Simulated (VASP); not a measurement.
# Cu (Fm-3m) in VASP: notebook

Cu is run at these levels: PBE; tasks: single point, relaxation of cell and atoms.

All numbers are computed with VASP 6.6.1; they aren't measurements. Logs are shortened: lines on timing, memory, paths and dates and some standing lists are left out, and cuts for length are marked.

## 1. The cell of the first run

The structure is cubic, space group Fm-3m (No. 225). The conventional cell has a = 3.630 Å, b = 3.630 Å, c = 3.630 Å, α = 90.00°, β = 90.00°, γ = 90.00°. Within 3.4 Å of Cu (site symmetry m-3m) lie 12 Cu at 2.57 Å.

## 2. Single point, PBE

INCAR

```
ALGO = Normal
EDIFF = 1E-7
ENCUT = 520
GGA = PE
ISIF = 2
ISMEAR = 0
LASPH = True
LCHARG = False
LREAL = False
LWAVE = False
NBANDS = 12
NELM = 80
PREC = Accurate
SIGMA = 0.1
```

KPOINTS

```
k-points
0
Gamma
  22 22 22
```

POSCAR

```
Cu
1.0
    0.0000000000      1.8148862070      1.8148862070
    1.8148862070      0.0000000000      1.8148862070
    1.8148862070      1.8148862070      0.0000000000
Cu
1
Direct
    0.0000000000      0.0000000000      0.0000000000
```

Potentials or basis: VASP PAW PBE potentials, release 64 (Cu).

Launch:

```bash
$ cat potpaw_PBE.64/Cu/POTCAR > POTCAR
$ mpirun -np 1 vasp_std > vasp.out
```

OUTCAR:

```text
EDIFF = 1E-7
   ENCUT = 520
   GGA = PE
   ISIF = 2
   ISMEAR = 0
   LASPH = True
   LREAL = False
   NELM = 80
   PREC = Accurate

 ion  position               nearest neighbor table
   1  0.000  0.000  0.000-

  LATTYP: Found a face centered cubic cell.
 ALAT       =     3.6297724140

  Lattice vectors:

 A1 = (   0.0000000000,   1.8148862070,   1.8148862070)
 A2 = (   1.8148862070,   0.0000000000,   1.8148862070)
 A3 = (   1.8148862070,   1.8148862070,   0.0000000000)

Analysis of symmetry for initial positions (statically):
=====================================================================
 Subroutine PRICEL returns:
 Original cell was already a primitive cell.

 Routine SETGRP: Setting up the symmetry group for a
 face centered cubic supercell.

 Subroutine GETGRP returns: Found 48 space group operations
 (whereof 48 operations were pure point group operations)
 out of a pool of 48 trial point group operations.

The static configuration has the point symmetry O_h .

Analysis of symmetry for dynamics (positions and initial velocities):
=====================================================================
 Subroutine PRICEL returns:
 Original cell was already a primitive cell.

 Routine SETGRP: Setting up the symmetry group for a
 face centered cubic supercell.

 Subroutine GETGRP returns: Found 48 space group operations
 (whereof 48 operations were pure point group operations)
 out of a pool of 48 trial point group operations.

The dynamic configuration has the point symmetry O_h .

 Subroutine INISYM returns: Found 48 space group operations
 (whereof 48 operations are pure point group operations),
 and found     1 'primitive' translations

----------------------------------------------------------------------------------------

                                     Primitive cell

  volume of cell :      11.9558

  direct lattice vectors                    reciprocal lattice vectors
     0.000000000  1.814886207  1.814886207    -0.275499366  0.275499366  0.275499366
     1.814886207  0.000000000  1.814886207     0.275499366 -0.275499366  0.275499366
     1.814886207  1.814886207  0.000000000     0.275499366  0.275499366 -0.275499366

  length of vectors
     2.566636688  2.566636688  2.566636688     0.477178900  0.477178900  0.477178900

  position of ions in fractional coordinates (direct lattice)
     0.000000000  0.000000000  0.000000000

  ion indices of the primitive-cell ions
   primitive index   ion index
                 1           1

[... 80 lines left out ...]
   TEBEG  =    0.0;   TEEND  =   0.0 temperature during run
   PSTRESS=    0.0 pullay stress
   NELECT =      11.0000    total number of electrons
   NUPDOWN=      -1.0000    fix difference up-down
   EMIN   =  10.00;   EMAX   =-10.00  energy-range for DOS
   EFERMI =   0.00;   METHOD = LEGACY
   ISMEAR =     0;   SIGMA  =   0.10  broadening in eV -4-tet -1-fermi 0-gaus
   EFERMI_NEDOS =   21; number of points for ismear=-14 and -15
   IALGO  =     38    algorithm
   IMIX   =      4    mixing-type and parameters
     AMIX     =   0.40;   BMIX     =  1.00
     AMIX_MAG =   1.60;   BMIX_MAG =  1.00
  volume/ion in A,a.u.               =      11.96        80.68
  Fermi-wavevector in a.u.,A,eV,Ry     =   1.592256  3.008928 34.494583  2.535280
  Thomas-Fermi vector in A             =   2.690670
   LORBIT       =      0    0 simple, 1 ext, 2 COOP (PROOUT), +10 PAW based schemes
   GGA     = PE    functional components
   LHFCALC =     F    Hartree Fock is set to
   AEXX    =    0.0000 exact exchange contribution
   IVDW    =     0    specifies the selected vdW correction
   LEPSILON=     F    determine dielectric tensor
   LRPA    =     F    only Hartree local field effects (RPA)
 non-spin polarized calculation
 Gauss-broadening in eV      SIGMA  =   0.10
  energy-cutoff  :      520.00
  volume of cell :       11.96
 maximum number of plane-waves:       332
   NGX =  9   NGY =  9   NGZ =  9

 number of electron      10.9999997 magnetization

 Free energy of the ion-electron system (eV)
  ---------------------------------------------------
  ext. energy  EPLUGINS =         0.00000000
  ---------------------------------------------------
  free energy    TOTEN  =        -3.72964228 eV

  energy without entropy =       -3.72840659  energy(sigma->0) =       -3.72902443

 E-fermi :   7.4266     XC(G=0): -12.6549

 val. band max:        7.4103718551   @ k =   0.4545   0.4091   0.0455
 cond. band min:       7.4952135100   @ k =   0.5000   0.1818   0.0455
 fundamental gap:      0.0848416549
 Fermi energy:         7.4266484473

 k-point     1 :       0.0000    0.0000    0.0000
  band No.  band energies     occupation
      1      -1.8236      2.00000
      2       4.4457      2.00000
      3       4.4457      2.00000
      4       4.4457      2.00000
      5       5.2522      2.00000
      6       5.2522      2.00000
      7      29.9309      0.00000
      8      32.4804      0.00000
      9      32.4804      0.00000
     10      32.4804      0.00000
     11      34.9631      0.00000
     12      34.9631      0.00000
[... 331 lines left out ...]
 k-point    24 :      -0.4545    0.0455    0.0000
  band No.  band energies     occupation
      1       2.4495      2.00000
      2       4.3946      2.00000
      3       4.4386      2.00000
      4       5.5085      2.00000
      5       5.7816      2.00000
      6       6.6624      2.00000
      7      11.4117      0.00000
      8      27.5511      0.00000
      9      28.8466      0.00000
     10      29.0962      0.00000
     11      32.7315      0.00000
     12      33.4822      0.00000

 [... further k-points ...]

------------------------ aborting loop because EDIFF is reached ----------------------------------------

  FORCE on cell =-STRESS in cart. coord.  units (eV):
  Direction    XX          YY          ZZ          XY          YZ          ZX
  --------------------------------------------------------------------------------------
  -------------------------------------------------------------------------------------
  Total        0.0380238      0.0380238      0.0380238      0.0000000     -0.0000000      0.0000000
  in kB        5.0955134      5.0955134      5.0955134      0.0000000     -0.0000000      0.0000000
  external PRESSURE =       5.0955134 kB  Pullay stress =       0.0000000 kB

 VOLUME and BASIS-vectors are now :
 -----------------------------------------------------------------------------
  energy-cutoff  :      520.00
  volume of cell :       11.96
      direct lattice vectors                 reciprocal lattice vectors
     0.000000000  1.814886207  1.814886207    -0.275499366  0.275499366  0.275499366
     1.814886207  0.000000000  1.814886207     0.275499366 -0.275499366  0.275499366
     1.814886207  1.814886207  0.000000000     0.275499366  0.275499366 -0.275499366

 POSITION                                       TOTAL-FORCE (eV/Angst)
 -----------------------------------------------------------------------------------
      0.00000      0.00000      0.00000         0.000000     -0.000000      0.000000
 -----------------------------------------------------------------------------------
    total drift:                                0.000000      0.000000      0.000000

  FREE ENERGIE OF THE ION-ELECTRON SYSTEM (eV)
  ---------------------------------------------------
  free  energy   TOTEN  =        -3.7296422760 eV

  energy  without entropy=       -3.7284065854  energy(sigma->0) =       -3.72902443
```

OSZICAR:

```text
N       E                     dE             d eps       ncg     rms          rms(c)
DAV:   1     0.429876880628E+02    0.42988E+02   -0.53874E+03  8768   0.152E+03
DAV:   2    -0.324795500310E+01   -0.46236E+02   -0.42617E+02  8100   0.204E+02
DAV:   3    -0.461782816460E+01   -0.13699E+01   -0.13579E+01  9180   0.404E+01
DAV:   4    -0.462632952549E+01   -0.85014E-02   -0.85000E-02  8992   0.281E+00
DAV:   5    -0.462640745818E+01   -0.77933E-04   -0.77931E-04  9396   0.275E-01    0.766E+00
DAV:   6    -0.411932379876E+01    0.50708E+00   -0.14661E+01  9432   0.722E+01    0.399E+00
DAV:   7    -0.374173924625E+01    0.37758E+00   -0.23405E+00  9420   0.288E+01    0.568E-01
DAV:   8    -0.373130451390E+01    0.10435E-01   -0.46783E-03  9220   0.104E+00    0.308E-01
DAV:   9    -0.372964213471E+01    0.16624E-02   -0.10365E-02  9728   0.177E+00    0.308E-02
DAV:  10    -0.372964322459E+01   -0.10899E-05   -0.43085E-05 11792   0.108E-01    0.857E-03
DAV:  11    -0.372964221402E+01    0.10106E-05   -0.95702E-07  9732   0.173E-02    0.330E-04
DAV:  12    -0.372964227598E+01   -0.61958E-07   -0.13186E-08  5452   0.148E-03
   1 F= -.37296423E+01 E0= -.37290244E+01  d E =-.123569E-02
```

It took 19 s on 1 thread of Intel Xeon 6975P-C (Granite Rapids), shared host; peak memory 0.16 GiB.

Results:

* Free energy: -3.7296 eV
* Pressure: 0.5 GPa

Levels at points of the mesh, in eV from the Fermi level:
```tsv
k point	band 2	band 3	band 4	band 5	band 6	band 7	band 8	band 9	band 10	band 11
(0.00, 0.00, 0.00)	-2.98	-2.98	-2.98	-2.17	-2.17	22.50	25.05	25.05	25.05	27.54
(0.50, 0.00, 0.00)	-3.01	-3.01	-1.62	-1.62	-0.96	3.70	21.00	21.89	21.89	24.91
(0.50, 0.50, 0.00)	-4.35	-1.63	-1.48	-1.48	1.52	7.04	13.00	13.00	17.46	20.07
```

## 3. Relaxation of cell and atoms, PBE

This run uses another cell than the first one, of 11.81 Å³/atom, 0.988 times its volume.

INCAR

```
SYSTEM = Cu
PREC = Accurate ; ENCUT = 600
EDIFF = 1E-7 ; ISMEAR = 0
SIGMA = 0.1 ; LREAL = .False.
LASPH = .True. ; NELM = 80
ALGO = Normal ; ISIF = 3
LWAVE = .False. ; LCHARG = .False.
GGA = PE ; IBRION = 2
NSW = 80 ; EDIFFG = -0.003
```

KPOINTS

```
Automatic mesh
0
Gamma
  22 22 22
  0 0 0
```

POSCAR

```
Cu
1.0
    0.0000000000      1.8075000000      1.8075000000
    1.8075000000      0.0000000000      1.8075000000
    1.8075000000      1.8075000000      0.0000000000
Cu
1
Direct
    0.0000000000      0.0000000000      0.0000000000
```

Potentials or basis: VASP PAW PBE potentials, release 64 (Cu).

Launch:

```bash
$ cat potpaw_PBE.64/Cu/POTCAR > POTCAR
$ mpirun -np 1 vasp_std > vasp.out
```

Run time: 40 s. Hardware: 1 thread of Intel Xeon 6975P-C (Granite Rapids), shared host; peak memory 0.17 GiB.

The run converged. Its results:

- Free energy: -3.7297 eV
- Relaxed volume: 12.00 Å³/atom
- Relaxed cell: a = 2.570 Å, b = 2.570 Å, c = 2.570 Å, α = 60.00°, β = 60.00°, γ = 60.00°
- Space group after relaxing (to 0.05 Å): Fm-3m (No. 225)
- Energy gained by relaxing: 1.4 meV/atom
- Ionic steps: 3
- Pressure after relaxing: 0.0 GPa

The path:
```
step  energy change (eV)  largest force (eV/Å)  pressure (GPa)  volume (Å³)
   1              0.0000                0.0000            2.35        11.81
   2             -0.0010                0.0000           -1.17        12.11
   3             -0.0014                0.0000            0.02        12.00
```

Final structure:
```cif
data_structure
_symmetry_space_group_name_H-M 'P 1'
_symmetry_Int_Tables_number 1
_cell_length_a 2.5701
_cell_length_b 2.5701
_cell_length_c 2.5701
_cell_angle_alpha 60.000
_cell_angle_beta 60.000
_cell_angle_gamma 60.000
_cell_volume 12.00
loop_
_atom_site_label
_atom_site_type_symbol
_atom_site_fract_x
_atom_site_fract_y
_atom_site_fract_z
_atom_site_occupancy
Cu1 Cu 0.00000 0.00000 0.00000 1
```

Levels at points of the mesh, in eV from the Fermi level:
```tsv
k point	band 2	band 3	band 4	band 5	band 6	band 7	band 8	band 9
(0.00, 0.00, 0.00)	-2.97	-2.97	-2.97	-2.17	-2.17	22.47	24.99	24.99
(0.50, 0.00, 0.00)	-3.00	-3.00	-1.61	-1.61	-0.95	3.68	20.97	21.83
(0.50, 0.50, 0.00)	-4.33	-1.63	-1.47	-1.47	1.52	7.01	12.96	12.96
```
